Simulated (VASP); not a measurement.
**CaO: single point with PBEsol**

Crystal: CaO.

```
Ca O
1.0
     3.95206    0.00000    0.00000
    -1.97603    3.49172    0.00000
     0.00000    0.00000    4.78484
Ca O
2 2
Direct
  0.33333 0.66667 0.75000
  0.66667 0.33333 0.25000
  0.33333 0.66667 0.25000
  0.66667 0.33333 0.75000
```

This cell differs from its parent crystal: strain -0.0100 x Voigt [1, -1, 0, 0, 0, 0].

```yaml
Program: VASP 6.6.1
Task: single point
Functional: PBEsol
Potentials_or_basis: VASP PAW PBE potentials, release 64 (Ca_sv, O)
Cutoff: 520 eV
k_mesh: 9 × 9 × 6
Occupations: gaussian, width 0.05 eV
Spin: no spin polarisation
```

```
Pressure               : -1.9 GPa
Largest force          : 0.115 eV/Å
Band gap on the k mesh : 3.03 eV, direct
```

Forces in eV/Å, atoms in the order of the input:
```
Ca   0.000  0.115  0.000
Ca   0.000 -0.115  0.000
O    0.000  0.085  0.000
O    0.000 -0.085  0.000
```

Stress tensor (GPa, compression positive):
```
-0.99  0.00  0.00
 0.00 -2.56  0.00
 0.00  0.00 -2.01
```

Levels at points of the mesh, in eV from the valence-band top:
```
           k point  band 14  band 15  band 16  band 17  band 18  band 19
(0.00, 0.00, 0.00)    -1.15    -1.11     0.00     3.03     6.08     6.10
(0.00, 0.00, 0.50)    -1.32    -1.29    -1.29     4.86     4.86     7.74
```

It took 3.3 min on 1 thread of Oxide Virtual Turin-like Processor (shared host), peak memory 0.23 GiB.

Caveat: the cell differs from its parent crystal (strain -0.0100 x Voigt [1, -1, 0, 0, 0, 0]); the PAW data sets were made with another functional, which shifts forces and pressure a little. A k mesh can miss the band edges.
